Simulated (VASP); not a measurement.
# InSe3 (P4/mmm) in VASP: further runs

Runs on InSe3. Level: PBE. Tasks: single point.

Everything below comes from runs of VASP 6.6.1. Logs are shortened: lines on timing, memory, paths and dates and some standing lists are left out, and cuts for length are marked.

## Step 1: The cell of the first run

It takes space group P4/mmm (No. 123, tetragonal). Conventional cell: a = 4.984 Å, b = 4.984 Å, c = 3.563 Å, α = 90.00°, β = 90.00°, γ = 90.00°. In (site symmetry 4/mmm) has 12 Se at 3.06 to 3.52 Å and 2 In at 3.56 Å within 4.0 Å. Within 4.0 Å of Se (site symmetry mmm) lie 4 In at 3.06 Å and 10 Se at 3.06 to 3.56 Å. Within 4.0 Å of Se (site symmetry 4/mmm) lie 10 Se at 3.06 to 3.56 Å and 4 In at 3.52 Å.

## Step 2: Single point, PBE

INCAR

```
SYSTEM = InSe3
  PREC = Accurate
  ENCUT = 520
  EDIFF = 1E-6
  ISMEAR = 0
  SIGMA = 0.1
  LREAL = .FALSE.
  LASPH = .TRUE.
  NELM = 80
  ALGO = Normal
  ISIF = 2
  LWAVE = .FALSE.
  LCHARG = .TRUE.
  GGA = PE
  LELF = .TRUE.
  LVHAR = .TRUE.
  NBANDS = 24
```

KPOINTS

```
regular mesh
0
G
  10 10 10
  0 0 0
```

POSCAR

```
InSe3
1.0
    4.9842596949      0.0000000000      0.0000000000
    0.0000000000      4.9842596949      0.0000000000
    0.0000000000      0.0000000000      3.5632104896
In Se
1 3
Direct
    0.0000000000      0.0000000000      0.0000000000
    0.0000000000      0.5000000000      0.5000000000
    0.5000000000      0.0000000000      0.5000000000
    0.5000000000      0.5000000000      0.0000000000
```

Potentials or basis: VASP PAW PBE potentials, release 64 (In_d, Se).

Run with:

```console
$ cat potpaw_PBE.64/In_d/POTCAR potpaw_PBE.64/Se/POTCAR > POTCAR
$ mpirun -np 1 vasp_std > vasp.out
```

OUTCAR:

```text
SYSTEM = InSe3
   PREC = Accurate
   ENCUT = 520
   EDIFF = 1E-6
   ISMEAR = 0
   LREAL = .FALSE.
   LASPH = .TRUE.
   NELM = 80
   ISIF = 2
   GGA = PE

 ion  position               nearest neighbor table
   1  0.000  0.000  0.000-   2 3.06   3 3.06   2 3.06   3 3.06   2 3.06   2 3.06   3 3.06   3 3.06

   2  0.000  0.500  0.500-   1 3.06   1 3.06   1 3.06   1 3.06
   3  0.500  0.000  0.500-   1 3.06   1 3.06   1 3.06   1 3.06
   4  0.500  0.500  0.000-

  LATTYP: Found a simple tetragonal cell.
 ALAT       =     4.9842596949
 C/A-ratio  =     0.7148926235

  Lattice vectors:

 A1 = (   4.9842596949,   0.0000000000,   0.0000000000)
 A2 = (   0.0000000000,   4.9842596949,   0.0000000000)
 A3 = (   0.0000000000,   0.0000000000,   3.5632104896)

Analysis of symmetry for initial positions (statically):
=====================================================================
 Subroutine PRICEL returns:
 Original cell was already a primitive cell.

 Routine SETGRP: Setting up the symmetry group for a
 simple tetragonal supercell.

 Subroutine GETGRP returns: Found 16 space group operations
 (whereof 16 operations were pure point group operations)
 out of a pool of 16 trial point group operations.

The static configuration has the point symmetry D_4h.

Analysis of symmetry for dynamics (positions and initial velocities):
=====================================================================
 Subroutine PRICEL returns:
 Original cell was already a primitive cell.

 Routine SETGRP: Setting up the symmetry group for a
 simple tetragonal supercell.

 Subroutine GETGRP returns: Found 16 space group operations
 (whereof 16 operations were pure point group operations)
 out of a pool of 16 trial point group operations.

The dynamic configuration has the point symmetry D_4h.

 Subroutine INISYM returns: Found 16 space group operations
 (whereof 16 operations are pure point group operations),
 and found     1 'primitive' translations

----------------------------------------------------------------------------------------

                                     Primitive cell

  volume of cell :      88.5203

[... 87 lines left out ...]
   LNONCOLLINEAR =      F non collinear calculations
   LSORBIT =      F    spin-orbit coupling
   LASPH  =      T    aspherical Exc in radial PAW
   ENCUT  =  520.0 eV  38.22 Ry    6.18 a.u.   9.27  9.27  6.63*2*pi/ulx,y,z
   NELM   =     80;   NELMIN=  2; NELMDL= -5     # of ELM steps
   EDIFF  = 0.1E-05   stopping-criterion for ELM
   LREAL  =      F    real-space projection
   EDIFFG = 0.1E-04   stopping-criterion for IOM
   NSW    =      0    number of steps for IOM
   IBRION =     -1    ionic relax: 0-MD 1-quasi-New 2-CG
   NFREE  =      0    steps in history (QN), initial steepest desc. (CG)
   ISIF   =      2    stress and relaxation
   ISYM   =      2    0-nonsym 1-usesym 2-fastsym
   POTIM  = 0.5000    time-step for ionic-motion
   TEBEG  =    0.0;   TEEND  =   0.0 temperature during run
   PSTRESS=    0.0 pullay stress
   NELECT =      31.0000    total number of electrons
   NUPDOWN=      -1.0000    fix difference up-down
   EMIN   =  10.00;   EMAX   =-10.00  energy-range for DOS
   EFERMI =   0.00;   METHOD = LEGACY
   ISMEAR =     0;   SIGMA  =   0.10  broadening in eV -4-tet -1-fermi 0-gaus
   EFERMI_NEDOS =   21; number of points for ismear=-14 and -15
   IALGO  =     38    algorithm
   IMIX   =      4    mixing-type and parameters
     AMIX     =   0.40;   BMIX     =  1.00
     AMIX_MAG =   1.60;   BMIX_MAG =  1.00
  volume/ion in A,a.u.               =      22.13       149.34
  Fermi-wavevector in a.u.,A,eV,Ry     =   1.153934  2.180620 18.117037  1.331565
  Thomas-Fermi vector in A             =   2.290575
   LORBIT       =      0    0 simple, 1 ext, 2 COOP (PROOUT), +10 PAW based schemes
   GGA     = PE    functional components
   LHFCALC =     F    Hartree Fock is set to
   AEXX    =    0.0000 exact exchange contribution
   IVDW    =     0    specifies the selected vdW correction
   LEPSILON=     F    determine dielectric tensor
   LRPA    =     F    only Hartree local field effects (RPA)
 non-spin polarized calculation
 Gauss-broadening in eV      SIGMA  =   0.10
  energy-cutoff  :      520.00
  volume of cell :       88.52
 maximum number of plane-waves:      2404
 NGX is ok and might be reduce to    40
   NGX = 19   NGY = 19   NGZ = 13

 number of electron      31.0000004 magnetization

 Free energy of the ion-electron system (eV)
  ---------------------------------------------------
  ext. energy  EPLUGINS =         0.00000000
  ---------------------------------------------------
  free energy    TOTEN  =       -12.23156727 eV

  energy without entropy =      -12.21983603  energy(sigma->0) =      -12.22570165

 E-fermi :   5.7206     XC(G=0): -10.3901

 val. band max:        5.7143532889   @ k =   0.5000   0.4000   0.2000
 cond. band min:       5.7218475103   @ k =   0.5000   0.5000   0.4000
 fundamental gap:      0.0074942214
 Fermi energy:         5.7206101286

 k-point     1 :       0.0000    0.0000    0.0000
  band No.  band energies     occupation
      1      -9.2748      2.00000
      2      -8.7845      2.00000
      3      -8.7223      2.00000
      4      -8.6015      2.00000
      5      -8.5897      2.00000
      6      -8.5897      2.00000
[... 637 lines left out ...]
     23      13.0363      0.00000
     24      13.7969      0.00000

 [... further k-points ...]

------------------------ aborting loop because EDIFF is reached ----------------------------------------

  FORCE on cell =-STRESS in cart. coord.  units (eV):
  Direction    XX          YY          ZZ          XY          YZ          ZX
  --------------------------------------------------------------------------------------
  -------------------------------------------------------------------------------------
  Total        0.0050509      0.0050509     -0.0145932      0.0000000      0.0000000      0.0000000
  in kB        0.0914184      0.0914184     -0.2641301      0.0000000      0.0000000      0.0000000
  external PRESSURE =      -0.0270978 kB  Pullay stress =       0.0000000 kB

 VOLUME and BASIS-vectors are now :
 -----------------------------------------------------------------------------
  energy-cutoff  :      520.00
  volume of cell :       88.52
      direct lattice vectors                 reciprocal lattice vectors
     4.984259695  0.000000000  0.000000000     0.200631601  0.000000000  0.000000000
     0.000000000  4.984259695  0.000000000     0.000000000  0.200631601  0.000000000
     0.000000000  0.000000000  3.563210490     0.000000000  0.000000000  0.280645784

 POSITION                                       TOTAL-FORCE (eV/Angst)
 -----------------------------------------------------------------------------------
      0.00000      0.00000      0.00000         0.000000      0.000000      0.000000
      0.00000      2.49213      1.78161         0.000000      0.000000      0.000000
      2.49213      0.00000      1.78161         0.000000      0.000000      0.000000
      2.49213      2.49213      0.00000         0.000000      0.000000      0.000000
 -----------------------------------------------------------------------------------
    total drift:                               -0.000000      0.000000     -0.000000

  FREE ENERGIE OF THE ION-ELECTRON SYSTEM (eV)
  ---------------------------------------------------
  free  energy   TOTEN  =       -12.2315672748 eV

  energy  without entropy=      -12.2198360287  energy(sigma->0) =      -12.22570165
```

OSZICAR:

```text
N       E                     dE             d eps       ncg     rms          rms(c)
DAV:   1     0.238572400024E+03    0.23857E+03   -0.13084E+04  6080   0.131E+03
DAV:   2     0.122032894753E+02   -0.22637E+03   -0.21141E+03  6544   0.340E+02
DAV:   3    -0.115288063314E+02   -0.23732E+02   -0.22699E+02  7680   0.102E+02
DAV:   4    -0.123614510868E+02   -0.83264E+00   -0.82753E+00  7360   0.195E+01
DAV:   5    -0.123907629128E+02   -0.29312E-01   -0.29308E-01  9128   0.380E+00    0.524E+00
DAV:   6    -0.122443080156E+02    0.14645E+00   -0.31212E-01  8528   0.837E+00    0.310E+00
DAV:   7    -0.122326307449E+02    0.11677E-01   -0.73591E-02  8712   0.252E+00    0.131E+00
DAV:   8    -0.122314333517E+02    0.11974E-02   -0.11301E-02  7464   0.712E-01    0.217E-01
DAV:   9    -0.122315388295E+02   -0.10548E-03   -0.11068E-03  7936   0.331E-01    0.672E-02
DAV:  10    -0.122315633914E+02   -0.24562E-04   -0.11749E-04  7464   0.641E-02    0.317E-02
DAV:  11    -0.122315664573E+02   -0.30659E-05   -0.21756E-05  7888   0.411E-02    0.123E-02
DAV:  12    -0.122315672748E+02   -0.81749E-06   -0.37284E-06  7008   0.167E-02
   1 F= -.12231567E+02 E0= -.12225702E+02  d E =-.117312E-01
```

stdout:

```text
POSCAR found type information on POSCAR InSe
 POSCAR found :  2 types and       4 ions
 scaLAPACK will be used
 LDA part: xc-table for (Slater+PW92), standard interpolation
 POSCAR, INCAR and KPOINTS ok, starting setup
 FFT: planning ... GRIDC
 FFT: planning ... GRID_SOFT
 FFT: planning ... GRID
 WAVECAR not read
 entering main loop
```

Wall time 3.6 min (1 thread of Intel Xeon 8259CL, shared host); peak memory 0.37 GiB.

What came out:

* Free energy: -12.2316 eV
* Pressure: 0.0 GPa
* Band gap on the k mesh: zero (an odd number of electrons rules out a gap without spin polarisation)

Levels at points of the mesh, in eV from the Fermi level:
| k point | band 11 | band 12 | band 13 | band 14 | band 15 | band 16 | band 17 | band 18 | band 19 | band 20 |
| --- | --- | --- | --- | --- | --- | --- | --- | --- | --- | --- |
| (0.00, 0.00, 0.00) | -3.46 | -2.64 | -2.19 | -2.19 | -0.11 | 1.27 | 2.09 | 2.09 | 4.65 | 4.77 |
| (0.50, 0.00, 0.00) | -3.74 | -1.87 | -1.60 | -1.48 | -0.94 | 1.00 | 1.19 | 2.14 | 2.89 | 6.24 |
| (0.50, 0.50, 0.00) | -1.82 | -1.82 | -0.86 | -0.61 | -0.61 | -0.56 | -0.41 | 2.40 | 3.64 | 3.64 |
| (0.00, 0.00, 0.50) | -3.20 | -3.12 | -2.91 | -2.72 | -2.72 | -0.51 | -0.51 | 0.91 | 1.48 | 3.25 |
| (0.50, 0.00, 0.50) | -3.79 | -3.34 | -2.36 | -2.27 | -2.03 | -1.10 | 1.15 | 1.16 | 1.75 | 3.91 |
| (0.50, 0.50, 0.50) | -5.64 | -5.08 | -3.67 | -0.13 | 0.07 | 0.98 | 0.98 | 1.85 | 5.96 | 6.83 |

Caveat: spin-orbit coupling is left out, which moves the levels of the heavy elements.

(Part 1 of 2 ends here.)
